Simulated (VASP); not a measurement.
Au: single point with PBE

The system is Au.

```
CELL_PARAMETERS angstrom
0.00000 2.07902 2.07902
2.07902 0.00000 2.07902
2.07902 2.07902 0.00000
ATOMIC_POSITIONS crystal
Au 0.00000 0.00000 0.00000
```

```
Program             : VASP 6.6.1
Task                : single point
Functional          : PBE
Potentials or basis : VASP PAW PBE potentials, release 64 (Au)
Cutoff              : 520 eV
k mesh              : 18 × 18 × 18
Occupations         : gaussian, width 0.1 eV
Spin                : no spin polarisation
```

| Item | Value |
| --- | --- |
| Pressure | -0.1 GPa |
| Band gap on the k mesh | zero (an odd number of electrons rules out a gap without spin polarisation) |

Levels at points of the mesh, in eV from the Fermi level:
```csv
k point,band 2,band 3,band 4,band 5,band 6,band 7,band 8,band 9,band 10,band 11
"(0.00, 0.00, 0.00)",-4.37,-4.37,-4.37,-2.99,-2.99,14.63,18.32,18.32,18.32,23.06
"(0.50, 0.00, 0.00)",-4.40,-4.40,-1.90,-1.90,-0.66,2.84,14.07,16.78,16.78,24.18
"(0.50, 0.50, 0.00)",-6.25,-1.94,-1.60,-1.60,1.22,5.40,9.90,9.90,16.69,19.15
```

Wall time 77 s on 1 thread of AMD EPYC 7R13, on a shared host, peak memory 0.14 GiB.

Caveat: spin-orbit coupling is left out, which moves the levels of the heavy elements.
